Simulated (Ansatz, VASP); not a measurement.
## One calculation of CaO, two programs

The input POSCAR:

```
CaO
1.0
    0.0000000000      2.3975473904      2.3975473904
    2.3975473904      0.0000000000      2.3975473904
    2.3975473904      2.3975473904      0.0000000000
Ca O
1 1
Direct
    0.0000000000      0.0000000000      0.0000000000
    0.5000000000      0.5000000000      0.5000000000
```

File INCAR.step1:

```
PREC = Accurate
ENCUT = 520
EDIFF = 1E-5
ISMEAR = 0
SIGMA = 0.01
LREAL = False
LASPH = True
NELM = 60
ALGO = Normal
ISIF = 2
LWAVE = True
LCHARG = False
GGA = PE
NBANDS = 15
```

Contents of INCAR.step2:

```
PREC = Accurate
ENCUT = 520
EDIFF = 1E-7
ISMEAR = 0
SIGMA = 0.01
LREAL = False
LASPH = True
NELM = 60
ALGO = Normal
ISIF = 2
LWAVE = False
LCHARG = False
GGA = PE
LHFCALC = True
HFSCREEN = 0.2079
PRECFOCK = Normal
ISTART = 1
NBANDS = 15
```

KPOINTS

```
regular mesh
0
Gamma
  6 6 6
```

Input for Ansatz:

```yaml
crystal:
  lattice:
    - [0.0, 2.3975473904, 2.3975473904]
    - [2.3975473904, 0.0, 2.3975473904]
    - [2.3975473904, 2.3975473904, 0.0]
  atoms:
    - { symbol: Ca, position: [0.0, 0.0, 0.0] }
    - { symbol: O, position: [0.5, 0.5, 0.5] }
kpoints:
  mp_grid: { grid: [6, 6, 6] }
  band_path:
    path:
      - [0.0, 0.0, 0.0]
      - [0.5, 0.0, 0.5]
      - [0.625, 0.25, 0.625]
      - [0.375, 0.375, 0.75]
      - [0.5, 0.5, 0.5]
      - [0.5, 0.25, 0.75]
      - [0.0, 0.5, 0.5]
    npoints: 1
hamiltonian:
  xc: hse06
scf:
  occupations: { method: fixed }
  n_extra_bands: 4
output:
  forces: true
  stress: true
  eigenvalues: true
  write_density: true
  write_potential: true
  elf: true
  volumetric_format: npy
```

Alike in both runs: task single point; functional HSE06; k mesh 6 × 6 × 6; no spin polarisation.

```csv
,VASP,Ansatz
version,VASP 6.6.1,Ansatz 0.2.0
potentials or method,"VASP PAW PBE potentials, release 64 (Ca_sv, O)","plane waves, PAW"
plane-wave cutoff (eV),520,420
occupations,"gaussian, width 0.01 eV",fixed
valence electrons in the cell,16,16
```

Ansatz gave:

* gap on the k mesh at the Fermi level (eV): 5.31
* pressure (GPa): 0.2

Estimate VASP's values.

gap on the k mesh at the Fermi level (eV): 5.29; pressure (GPa): 1.0.

Ansatz's warnings: stress exchange threshold loose, stress scf threshold loose.
